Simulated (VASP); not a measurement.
## MgO: single point with r2SCAN

MgO:

```
CELL_PARAMETERS angstrom
2.65838 0.00000 0.00000
0.00000 2.65838 0.00000
0.00000 0.00000 2.65838
ATOMIC_POSITIONS crystal
Mg 0.00000 0.00000 0.00000
O 0.50000 0.50000 0.50000
```

This cell differs from its parent crystal: volume scaled by 1.040.

| Item | Value |
| --- | --- |
| Program | VASP 6.6.1 |
| Task | single point |
| Functional | r2SCAN |
| Potentials or basis | VASP PAW PBE potentials, release 64 (Mg, O) |
| Cutoff | 520 eV |
| k mesh | 8 × 8 × 8 |
| Occupations | gaussian, width 0.05 eV |
| Spin | no spin polarisation |

The pressure is -6.9 GPa. The band gap on the k mesh is 3.07 eV, indirect (least direct gap 4.09 eV).

Levels at points of the mesh, in eV from the valence-band top:
```csv
k point,band 1,band 2,band 3,band 4,band 5,band 6,band 7,band 8
"(0.00, 0.00, 0.00)",-19.31,-1.01,-1.01,-1.01,3.07,11.37,11.37,21.21
"(0.50, 0.00, 0.00)",-18.19,-6.36,-0.56,-0.56,7.66,10.19,15.56,18.33
"(0.50, 0.50, 0.00)",-17.36,-4.65,-4.65,0.00,5.72,13.01,13.01,14.12
"(0.50, 0.50, 0.50)",-16.56,-3.60,-3.60,-3.60,8.23,8.23,8.23,17.18
```

It took 20 s on 1 thread of Intel(R) Xeon(R) 6975P-C (Granite Rapids) (shared host), peak memory 0.12 GiB.

Caveat: the PAW data sets were made with another functional, which shifts forces and pressure a little. A k mesh can miss the band edges.
